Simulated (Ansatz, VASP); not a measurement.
One calculation of Zr3SiO, two programs

```
Zr Si O
1.0
     3.05841    0.00000    0.00000
     0.00000    3.05841    0.00000
     0.00000    0.00000   10.18555
Zr Si O
3 1 1
Direct
  0.00000 0.00000 0.00000
  0.00000 0.00000 0.32419
  0.00000 0.00000 0.67581
  0.50000 0.50000 0.50000
  0.50000 0.50000 0.00000
```

Alike in both runs: functional PBE; k mesh 12 × 12 × 4; occupations gaussian, width 0.1 eV; no spin polarisation.

Ansatz relaxed the structure, and its values are those at the end. VASP's run is a single point on that final structure, the one shown.

```csv
,VASP,Ansatz
version,VASP 6.6.1,Ansatz 0.2.0
potentials or method,"VASP PAW PBE potentials, release 64 (Zr_sv, Si, O), cutoff 520 eV","scalar-relativistic, plane waves, PAW"
valence electrons in the cell,46,46
```

Ansatz gave:

* gap on the k mesh at the Fermi level (eV): none
* pressure (GPa): 0.0

Q: What did VASP give for the same quantities?

A: gap on the k mesh at the Fermi level (eV): none; pressure (GPa): 0.1.

A gap of «none» marks a metal or a gap that the smearing closes.
